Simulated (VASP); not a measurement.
# Te (Im-3m) in VASP: further runs

Runs on Te. Level: PBEsol. Tasks: single point.

Everything below comes from runs of VASP 6.6.1. Logs are shortened: lines on timing, memory, paths and dates and some standing lists are left out, and cuts for length are marked.

## (1) The cell of the first run

The structure is cubic, space group Im-3m (No. 229). Conventional cell: a = 2.787 Å, b = 2.787 Å, c = 2.787 Å, α = 90.00°, β = 90.00°, γ = 90.00°. Within 3.2 Å of Te (site symmetry m-3m) lie 14 Te at 2.41 to 2.79 Å.

## (2) Single point, PBEsol

Input file INCAR:

```
PREC = Accurate
ENCUT = 520
EDIFF = 1E-6
ISMEAR = -1
SIGMA = 0.05
LREAL = F
LASPH = T
NELM = 100
ALGO = Normal
ISIF = 2
LWAVE = F
LCHARG = T
GGA = PS
LELF = T
LVHAR = T
NBANDS = 9
```

Input file KPOINTS:

```
Automatic mesh
0
Gamma
  15 15 15
```

Input file POSCAR:

```
Te
1.0
   -1.3934985476      1.3934985476      1.3934985476
    1.3934985476     -1.3934985476      1.3934985476
    1.3934985476      1.3934985476     -1.3934985476
Te
1
Direct
    0.0000000000      0.0000000000      0.0000000000
```

Potentials or basis: VASP PAW PBE potentials, release 64 (Te).

The run is started by

```sh
> cat potpaw_PBE.64/Te/POTCAR > POTCAR
> mpirun -np 1 vasp_std > vasp.out
```

OUTCAR:

```text
PREC = Accurate
   ENCUT = 520
   EDIFF = 1E-6
   ISMEAR = -1
   LREAL = F
   LASPH = T
   NELM = 100
   ISIF = 2
   GGA = PS

 ion  position               nearest neighbor table
   1  0.000  0.000  0.000-

  LATTYP: Found a body centered cubic cell.
 ALAT       =     2.7869970952

  Lattice vectors:

 A1 = (  -1.3934985476,   1.3934985476,   1.3934985476)
 A2 = (   1.3934985476,  -1.3934985476,   1.3934985476)
 A3 = (   1.3934985476,   1.3934985476,  -1.3934985476)

Analysis of symmetry for initial positions (statically):
=====================================================================
 Subroutine PRICEL returns:
 Original cell was already a primitive cell.

 Routine SETGRP: Setting up the symmetry group for a
 body centered cubic supercell.

 Subroutine GETGRP returns: Found 48 space group operations
 (whereof 48 operations were pure point group operations)
 out of a pool of 48 trial point group operations.

The static configuration has the point symmetry O_h .

Analysis of symmetry for dynamics (positions and initial velocities):
=====================================================================
 Subroutine PRICEL returns:
 Original cell was already a primitive cell.

 Routine SETGRP: Setting up the symmetry group for a
 body centered cubic supercell.

 Subroutine GETGRP returns: Found 48 space group operations
 (whereof 48 operations were pure point group operations)
 out of a pool of 48 trial point group operations.

The dynamic configuration has the point symmetry O_h .

 Subroutine INISYM returns: Found 48 space group operations
 (whereof 48 operations are pure point group operations),
 and found     1 'primitive' translations

----------------------------------------------------------------------------------------

                                     Primitive cell

  volume of cell :      10.8238

  direct lattice vectors                    reciprocal lattice vectors
    -1.393498548  1.393498548  1.393498548     0.000000000  0.358809129  0.358809129
     1.393498548 -1.393498548  1.393498548     0.358809129  0.000000000  0.358809129
     1.393498548  1.393498548 -1.393498548     0.358809129  0.358809129  0.000000000

  length of vectors
     2.413610285  2.413610285  2.413610285     0.507432736  0.507432736  0.507432736

  position of ions in fractional coordinates (direct lattice)
[... 73 lines left out ...]
   LSORBIT =      F    spin-orbit coupling
   LASPH  =      T    aspherical Exc in radial PAW
   ENCUT  =  520.0 eV  38.22 Ry    6.18 a.u.   4.49  4.49  4.49*2*pi/ulx,y,z
   NELM   =    100;   NELMIN=  2; NELMDL= -5     # of ELM steps
   EDIFF  = 0.1E-05   stopping-criterion for ELM
   LREAL  =      F    real-space projection
   EDIFFG = 0.1E-04   stopping-criterion for IOM
   NSW    =      0    number of steps for IOM
   IBRION =     -1    ionic relax: 0-MD 1-quasi-New 2-CG
   NFREE  =      0    steps in history (QN), initial steepest desc. (CG)
   ISIF   =      2    stress and relaxation
   ISYM   =      2    0-nonsym 1-usesym 2-fastsym
   POTIM  = 0.5000    time-step for ionic-motion
   TEBEG  =    0.0;   TEEND  =   0.0 temperature during run
   PSTRESS=    0.0 pullay stress
   NELECT =       6.0000    total number of electrons
   NUPDOWN=      -1.0000    fix difference up-down
   EMIN   =  10.00;   EMAX   =-10.00  energy-range for DOS
   EFERMI =   0.00;   METHOD = LEGACY
   ISMEAR =    -1;   SIGMA  =   0.05  broadening in eV -4-tet -1-fermi 0-gaus
   EFERMI_NEDOS =   21; number of points for ismear=-14 and -15
   IALGO  =     38    algorithm
   IMIX   =      4    mixing-type and parameters
     AMIX     =   0.40;   BMIX     =  1.00
     AMIX_MAG =   1.60;   BMIX_MAG =  1.00
  volume/ion in A,a.u.               =      10.82        73.04
  Fermi-wavevector in a.u.,A,eV,Ry     =   1.344824  2.541349 24.606832  1.808551
  Thomas-Fermi vector in A             =   2.472786
   LORBIT       =      0    0 simple, 1 ext, 2 COOP (PROOUT), +10 PAW based schemes
   GGA     = PS    functional components
   LHFCALC =     F    Hartree Fock is set to
   AEXX    =    0.0000 exact exchange contribution
   IVDW    =     0    specifies the selected vdW correction
   LEPSILON=     F    determine dielectric tensor
   LRPA    =     F    only Hartree local field effects (RPA)
 non-spin polarized calculation
  energy-cutoff  :      520.00
  volume of cell :       10.82
 maximum number of plane-waves:       321
 NGX is ok and might be reduce to    18

 number of electron       6.0000001 magnetization

 Free energy of the ion-electron system (eV)
  ---------------------------------------------------
  ext. energy  EPLUGINS =         0.00000000
  ---------------------------------------------------
  free energy    TOTEN  =         7.41097524 eV

  energy without entropy =        7.41462557  energy(sigma->0) =        7.41280041

 E-fermi :  28.7520     XC(G=0): -14.8856

 val. band max:       28.7166512553   @ k =  -0.4667  -0.4667   0.2667
 cond. band min:      28.8069464146   @ k =   0.2667   0.0667   0.0667
 fundamental gap:      0.0902951593
 Fermi energy:        28.7519775844

 k-point     1 :       0.0000    0.0000    0.0000
  band No.  band energies     occupation
      1       1.4604      2.00000
      2      37.3306      0.00000
      3      37.3306      0.00000
      4      37.3306      0.00000
      5      41.6132      0.00000
      6      41.6132      0.00000
      7      41.6132      0.00000
      8      42.2537      0.00000
      9      42.2537      0.00000
[... 265 lines left out ...]
 k-point    24 :       0.4000    0.2000    0.0000
  band No.  band energies     occupation
      1      13.6465      2.00000
      2      14.2193      2.00000
      3      22.3330      2.00000
      4      29.7741      0.00000
      5      37.8745      0.00000
      6      42.3034      0.00000
      7      44.3937      0.00000
      8      46.7410      0.00000
      9      53.2038      0.00000

 [... further k-points ...]
[... 5 lines left out ...]
  --------------------------------------------------------------------------------------
  -------------------------------------------------------------------------------------
  Total       33.2885837     33.2885837     33.2885837     -0.0000000     -0.0000000      0.0000000
  in kB     4927.4967619   4927.4967619   4927.4967619     -0.0000000     -0.0000000      0.0000000
  external PRESSURE =    4927.4967619 kB  Pullay stress =       0.0000000 kB

 VOLUME and BASIS-vectors are now :
 -----------------------------------------------------------------------------
  energy-cutoff  :      520.00
  volume of cell :       10.82
      direct lattice vectors                 reciprocal lattice vectors
    -1.393498548  1.393498548  1.393498548     0.000000000  0.358809129  0.358809129
     1.393498548 -1.393498548  1.393498548     0.358809129  0.000000000  0.358809129
     1.393498548  1.393498548 -1.393498548     0.358809129  0.358809129  0.000000000

 POSITION                                       TOTAL-FORCE (eV/Angst)
 -----------------------------------------------------------------------------------
      0.00000      0.00000      0.00000         0.000000      0.000000     -0.000000
 -----------------------------------------------------------------------------------
    total drift:                                0.000000      0.000000      0.000000

  FREE ENERGIE OF THE ION-ELECTRON SYSTEM (eV)
  ---------------------------------------------------
  free  energy   TOTEN  =         7.4109752430 eV

  energy  without entropy=        7.4146255746  energy(sigma->0) =        7.41280041
```

It took 11 s on 1 thread of Intel Xeon Platinum 8488C (Sapphire Rapids), shared host; peak memory 0.13 GiB.

Results:

| Item | Value |
| --- | --- |
| Free energy | 7.4110 eV |
| Pressure | 492.7 GPa |
| Band gap on the k mesh | zero (band 3 reaches 37.33 eV, above the bottom of band 4 at 20.32 eV) |

Caveat: the PAW data sets were made with another functional, which shifts forces and pressure a little; spin-orbit coupling is left out, which moves the levels of the heavy elements.

## (3) Single point, PBEsol

Input file INCAR:

```
  PREC = Accurate
  ENCUT = 520
  EDIFF = 1E-6
  ISMEAR = -1
  SIGMA = 0.05
  LREAL = F
  LASPH = T
  NELM = 80
  ALGO = Normal
  ISIF = 2
  LWAVE = F
  LCHARG = T
  GGA = PS
  LELF = T
  LVHAR = T
  NBANDS = 9
```

Input file KPOINTS:

```
Automatic mesh
0
Gamma
  15 15 15
  0.5 0.5 0.5
```

POSCAR is that of step 2.

Potentials or basis: VASP PAW PBE potentials, release 64 (Te).

The run is started by

```sh
> cat potpaw_PBE.64/Te/POTCAR > POTCAR
> mpirun -np 1 vasp_std > vasp.out
```

It took 11 s on 1 thread of Intel Xeon Platinum 8488C (Sapphire Rapids), shared host; peak memory 0.13 GiB.

Results (log left out):

```yaml
Free_energy: 7.4261 eV
Pressure: 493.9 GPa
Band_gap_on_the_k_mesh: zero (band 3 reaches 37.17 eV, above the bottom of band 4 at 19.13 eV)
```

Levels at points of the mesh, in eV from the Fermi level:
```csv
k point,band 1,band 2,band 3,band 4,band 5,band 6,band 7
"(0.50, 0.50, 0.50)",-8.30,-8.30,-8.30,-2.72,-1.82,-1.82,18.18
```

Caveat: the PAW data sets were made with another functional, which shifts forces and pressure a little; spin-orbit coupling is left out, which moves the levels of the heavy elements.

## (4) Single point, PBEsol (volume scaled by 0.45)

Input file INCAR:

```
PREC     = Accurate       # precision mode
ENCUT    = 520            # plane-wave cutoff, eV
EDIFF    = 1E-6           # SCF threshold, eV
ISMEAR   = -1             # smearing method
SIGMA    = 0.05           # smearing width, eV
LREAL    = False          # projectors in reciprocal space
LASPH    = True           # aspherical terms in the spheres
NELM     = 100            # most SCF steps
ALGO     = Normal         # electronic algorithm
ISIF     = 2              # what is computed and relaxed
LWAVE    = False          # write WAVECAR
LCHARG   = True           # write CHGCAR
GGA      = PS             # functional
LELF     = True           # ELF
LVHAR    = True         
NBANDS   = 9              # bands
```

Input file KPOINTS:

```
Automatic mesh
0
Gamma
  15 15 15
```

Input file POSCAR:

```
Te
1.0
   -1.4492968931      1.4492968931      1.4492968931
    1.4492968931     -1.4492968931      1.4492968931
    1.4492968931      1.4492968931     -1.4492968931
Te
1
Direct
    0.0000000000      0.0000000000      0.0000000000
```

The run is started by

```sh
> cat potpaw_PBE.64/Te/POTCAR > POTCAR
> mpirun -np 1 vasp_std > vasp.out
```

It took 13 s on 1 thread of Intel Xeon Platinum 8488C (Sapphire Rapids), shared host; peak memory 0.13 GiB.

Results (log left out):

- Free energy: 3.9967 eV
- Pressure: 329.6 GPa
- Band gap on the k mesh: zero (band 3 reaches 34.63 eV, above the bottom of band 4 at 17.54 eV)

Levels at points of the mesh, in eV from the Fermi level:
```csv
k point,band 1,band 2,band 3,band 4,band 5,band 6
"(0.00, 0.00, 0.00)",-25.04,9.39,9.39,9.39,10.94,10.94
```

Caveat: the PAW data sets were made with another functional, which shifts forces and pressure a little; spin-orbit coupling is left out, which moves the levels of the heavy elements.

## (5) Single point, PBEsol (volume scaled by 0.45)

Input file INCAR:

```
SYSTEM = Te
PREC     = Accurate       ! precision mode
ENCUT    = 520            ! plane-wave cutoff, eV
EDIFF    = 1E-6           ! SCF threshold, eV
ISMEAR   = -1             ! smearing method
SIGMA    = 0.05           ! smearing width, eV
LREAL    = .FALSE.        ! projectors in reciprocal space
LASPH    = .TRUE.         ! aspherical terms in the spheres
NELM     = 80             ! most SCF steps
ALGO     = Normal         ! electronic algorithm
ISIF     = 2              ! what is computed and relaxed
LWAVE    = .FALSE.        ! write WAVECAR
LCHARG   = .FALSE.        ! write CHGCAR
GGA      = PS             ! functional
NBANDS   = 9              ! bands
```

Input file KPOINTS:

```
Automatic mesh
0
G
  15 15 15
  0 0 0
```

POSCAR is that of step 4.

The run is started by

```sh
> cat potpaw_PBE.64/Te/POTCAR > POTCAR
> mpirun -np 1 vasp_std > vasp.out
```

Run time: 13 s. Hardware: 1 thread of Intel Xeon Platinum 8488C (Sapphire Rapids), shared host; peak memory 0.13 GiB.

Results (log left out):

- Free energy: 3.9967 eV
- Pressure: 329.6 GPa
- Band gap on the k mesh: zero (band 3 reaches 34.63 eV, above the bottom of band 4 at 17.54 eV)

Levels at points of the mesh, in eV from the Fermi level:
```
           k point  band 1  band 2  band 3  band 4  band 5  band 6  band 7  band 8
(0.00, 0.00, 0.00)  -25.04    9.39    9.39    9.39   10.94   10.94   10.94   12.81
```

Caveat: the PAW data sets were made with another functional, which shifts forces and pressure a little; spin-orbit coupling is left out, which moves the levels of the heavy elements.

## (6) Single point, PBEsol (volume scaled by 0.55)

Input file INCAR:

```
ALGO = Normal
EDIFF = 1E-6
ENCUT = 520
GGA = PS
ISIF = 2
ISMEAR = -1
LASPH = True
LCHARG = True
LELF = True
LREAL = False
LVHAR = True
LWAVE = False
NBANDS = 9
NELM = 100
PREC = Accurate
SIGMA = 0.05
```

Input file KPOINTS:

```
k-points
0
Gamma
  15 15 15
```

Input file POSCAR:

```
Te
1.0
   -1.5495565130      1.5495565130      1.5495565130
    1.5495565130     -1.5495565130      1.5495565130
    1.5495565130      1.5495565130     -1.5495565130
Te
1
Direct
    0.0000000000      0.0000000000      0.0000000000
```

Potentials or basis: VASP PAW PBE potentials, release 64 (Te).

The run is started by

```sh
> cat potpaw_PBE.64/Te/POTCAR > POTCAR
> mpirun -np 1 vasp_std > vasp.out
```

Run time: 13 s. Hardware: 1 thread of Intel Xeon Platinum 8488C (Sapphire Rapids), shared host; peak memory 0.13 GiB.

The run converged. Its results:

```
Free energy            : 0.0921 eV
Pressure               : 156.3 GPa
Band gap on the k mesh : zero (band 3 reaches 28.17 eV, above the bottom of band 4 at 13.59 eV)
```

Levels at points of the mesh, in eV from the Fermi level:
| k point | band 1 | band 2 | band 3 | band 4 | band 5 | band 6 | band 7 | band 8 |
| --- | --- | --- | --- | --- | --- | --- | --- | --- |
| (0.00, 0.00, 0.00) | -21.64 | 8.18 | 8.18 | 8.18 | 10.41 | 10.41 | 10.41 | 11.79 |

Caveat: the PAW data sets were made with another functional, which shifts forces and pressure a little; spin-orbit coupling is left out, which moves the levels of the heavy elements.

## (7) Overview

```csv
cell,k mesh,gap on the mesh (eV),pressure (GPa)
"a = 2.414 Å, angles 109.5°, 1 atom",15 × 15 × 15,none,492.7
"a = 2.414 Å, angles 109.5°, 1 atom","15 × 15 × 15, shifted",none,493.9
"a = 2.510 Å, angles 109.5°, 1 atom",15 × 15 × 15,none,329.6
"a = 2.684 Å, angles 109.5°, 1 atom",15 × 15 × 15,none,156.3
```

Alike in all rows: task single point; level PBEsol; potentials or basis VASP PAW PBE potentials, release 64 (Te); no spin polarisation; cutoff (eV) 520; smearing fermi-dirac 0.05 eV.

Caveats: the PAW data sets were made with another functional, which shifts forces and pressure a little; spin-orbit coupling is left out, which moves the levels of the heavy elements.

Absolute energies hang on the potentials; compare differences alone.
